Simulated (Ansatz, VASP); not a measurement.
**SnO2: VASP beside Ansatz**

The input POSCAR:

```
SnO2
1.0
    4.7380000000      0.0000000000      0.0000000000
    0.0000000000      4.7380000000      0.0000000000
    0.0000000000      0.0000000000      3.1865000000
Sn O
2 4
Direct
    0.5000000000      0.5000000000      0.5000000000
    0.0000000000      0.0000000000      0.0000000000
    0.8071000000      0.1929000000      0.5000000000
    0.6929000000      0.6929000000      0.0000000000
    0.1929000000      0.8071000000      0.5000000000
    0.3071000000      0.3071000000      0.0000000000
```

INCAR.step1

```
SYSTEM = SnO2
PREC = Accurate
ENCUT = 520
EDIFF = 1E-5
ISMEAR = -1
SIGMA = 0.05
LREAL = .FALSE.
LASPH = .TRUE.
NELM = 80
ALGO = Normal
ISIF = 2
LWAVE = .TRUE.
LCHARG = .FALSE.
NBANDS = 35
GGA = PE
```

INCAR.step2

```
SYSTEM = SnO2
PREC = Accurate
ENCUT = 520
EDIFF = 1E-7
ISMEAR = -1
SIGMA = 0.05
LREAL = .FALSE.
LASPH = .TRUE.
NELM = 80
ALGO = Normal
ISIF = 2
LWAVE = .FALSE.
LCHARG = .FALSE.
GGA = PE
LHFCALC = .TRUE.
AEXX = 1.0
ALDAC = 0.0
AGGAC = 0.0
PRECFOCK = Fast
NBANDS = 35
ISTART = 1
```

The input KPOINTS:

```
Automatic mesh
0
G
  3 3 5
  0 0 0
```

Contents of input.yaml:

```yaml
crystal:
  lattice:
    - [4.738, 0.0, 0.0]
    - [0.0, 4.738, 0.0]
    - [0.0, 0.0, 3.1865]
  atoms:
    - { symbol: Sn, position: [0.5, 0.5, 0.5] }
    - { symbol: Sn, position: [0.0, 0.0, 0.0] }
    - { symbol: O, position: [0.8071, 0.1929, 0.5] }
    - { symbol: O, position: [0.6929, 0.6929, 0.0] }
    - { symbol: O, position: [0.1929, 0.8071, 0.5] }
    - { symbol: O, position: [0.3071, 0.3071, 0.0] }
hamiltonian:
  xc: hf
  pseudopotentials: { kind: paw }
kpoints:
  mp_grid: { grid: [3, 3, 5] }
scf:
  occupations: { method: fermi_dirac, width: 0.05 }
output:
  forces: true
  stress: true
  eigenvalues: true
```

Alike in both runs: task single point; functional HF; k mesh 3 × 3 × 5; occupations fermi-dirac, width 0.05 eV; no spin polarisation.

|  | VASP | Ansatz |
| --- | --- | --- |
| version | VASP 6.6.1 | Ansatz 0.2.0 |
| potentials or method | VASP PAW PBE potentials, release 64 (Sn_d, O) | Ansatz PAW |
| plane-wave cutoff (eV) | 520 | 420 |
| valence electrons in the cell | 52 | 52 |

|  | VASP | Ansatz | Ansatz less VASP |
| --- | --- | --- | --- |
| gap on the k mesh at the Fermi level (eV) | 12.41 | 12.34 | -0.064 |
| least direct gap on the mesh (eV) | 12.41 | 12.34 | -0.064 |
| pressure (GPa) | -3.3 | -4.0 | -0.73 |
| traceless stress, the component that is largest in VASP (GPa) | -1.68 | -2.02 | -0.333 |
| rms of the force components (eV/Å) | 0.091 | 0.073 | -0.0179 |

VASP's potentials were made for PBE, not for HF. Atom by atom the forces differ by 0.018 eV/Å (rms over components).

The k mesh is coarse, so the values compare programs but aren't converged. Noted on Ansatz's run: odd divisions of the mesh miss points on the zone boundary, where band edges often lie, so the gap on the mesh can be too wide.
